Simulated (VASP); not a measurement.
A run of VASP 6.6.1:

The input INCAR:

```
SYSTEM = ZnS
ALGO     = Normal         ! electronic algorithm
EDIFF    = 1E-6           ! SCF threshold, eV
ENCUT    = 520            ! plane-wave cutoff, eV
GGA      = PE             ! functional
ISIF     = 2              ! what is computed and relaxed
ISMEAR   = 0              ! smearing method
LASPH    = .True.         ! aspherical terms in the spheres
LCHARG   = .False.        ! write CHGCAR
LREAL    = .False.        ! projectors in reciprocal space
LWAVE    = .False.        ! write WAVECAR
NBANDS   = 26             ! bands
NELM     = 80             ! most SCF steps
PREC     = Accurate       ! precision mode
SIGMA    = 0.01           ! smearing width, eV
```

Contents of KPOINTS:

```
k-points
0
Gamma
  6 6 4
  0 0 0
```

File POSCAR:

```
ZnS
1.0
    3.6600485333      0.0000000000      0.0000000000
   -1.8300242666      3.1696950089      0.0000000000
    0.0000000000      0.0000000000      5.9725428596
Zn S
2 2
Direct
    0.0000000000      0.0000000000      0.0000000000
    0.0000000000      0.0000000000      0.5000000000
    0.3333333333      0.6666666667      0.2500000000
    0.6666666667      0.3333333333      0.7500000000
```

Potentials or basis: VASP PAW PBE potentials, release 64 (Zn, S).

The run is started by

```console
$ cat potpaw_PBE.64/Zn/POTCAR potpaw_PBE.64/S/POTCAR > POTCAR
$ mpirun -np 1 vasp_std > vasp.out
```

Hardware: 1 thread of Intel Xeon 8259CL (shared host).

Question: How long does it take, and how much memory?

Answer: It took 53 s on 1 thread of Intel Xeon 8259CL, on a shared host, peak memory 0.19 GiB. Counts: scf iterations 13, k points 21.
